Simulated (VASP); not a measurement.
Set up this calculation in VASP 6.6.1, as the native input.

```
Task                   : single point
Functional             : r2SCAN
Potentials or basis    : VASP PAW PBE potentials, release 64 (K_sv, Ta_pv, O)
Cutoff                 : 520 eV
k mesh                 : 6 × 6 × 6
Occupations            : gaussian, width 0.01 eV
Spin                   : no spin polarisation
Dipole correction      : no
Further INCAR settings : ALGO = Normal; EDIFF = 1e-07; NBANDS = 27
```

The system is KTaO3.

```
K Ta O
1.0
     3.99013    0.00000    0.00000
     0.00000    3.99013    0.00000
     0.00000    0.00000    4.03003
K Ta O
1 1 3
Direct
  0.00000 0.00000 0.00000
  0.50000 0.50000 0.50000
  0.50000 0.50000 0.00000
  0.50000 0.00000 0.50000
  0.00000 0.50000 0.50000
```

This cell differs from its parent crystal: uniaxial z strain +1.0%.

The input as run:

POSCAR

```
KTaO3
1.0
    3.9901311030      0.0000000000      0.0000000000
    0.0000000000      3.9901311030      0.0000000000
    0.0000000000      0.0000000000      4.0300324140
K Ta O
1 1 3
Direct
    0.0000000000      0.0000000000      0.0000000000
    0.5000000000      0.5000000000      0.5000000000
    0.5000000000      0.5000000000      0.0000000000
    0.5000000000      0.0000000000      0.5000000000
    0.0000000000      0.5000000000      0.5000000000
```

INCAR.step1

```
PREC = Accurate
ENCUT = 520
ISMEAR = 0
SIGMA = 0.01
LREAL = F
LASPH = T
NELM = 60
NBANDS = 27
GGA = PE
ALGO = Normal
EDIFF = 1E-4
LWAVE = T
LCHARG = F
```

INCAR.step2

```
PREC = Accurate
ENCUT = 520
EDIFF = 1E-7
ISMEAR = 0
SIGMA = 0.01
LREAL = F
LASPH = T
NELM = 60
ALGO = Normal
ISIF = 2
LWAVE = F
LCHARG = T
METAGGA = R2SCAN
LMIXTAU = T
LELF = T
LVHAR = T
NBANDS = 27
ISTART = 1
```

KPOINTS

```
Automatic mesh
0
Gamma
  6 6 6
```

Potentials or basis: VASP PAW PBE potentials, release 64 (K_sv, Ta_pv, O).

The run is started by

```console
$ cat potpaw_PBE.64/K_sv/POTCAR potpaw_PBE.64/Ta_pv/POTCAR potpaw_PBE.64/O/POTCAR > POTCAR
$ cp INCAR.step1 INCAR
$ mpirun -np 1 vasp_std > vasp.out
$ cp INCAR.step2 INCAR
$ mpirun -np 1 vasp_std > vasp.out
```

It gave:

```
Pressure               : -1.1 GPa
Band gap on the k mesh : 2.56 eV, indirect (least direct gap 3.21 eV)
```

Caveat: the cell differs from its parent crystal (uniaxial z strain +1.0%); the PAW data sets were made with another functional, which shifts forces and pressure a little; spin-orbit coupling is left out, which moves the levels of the heavy elements.

Wall time 2.3 min on 1 thread of Intel(R) Xeon(R) 6975P-C (Granite Rapids), with other jobs on the host, peak memory 0.21 GiB.
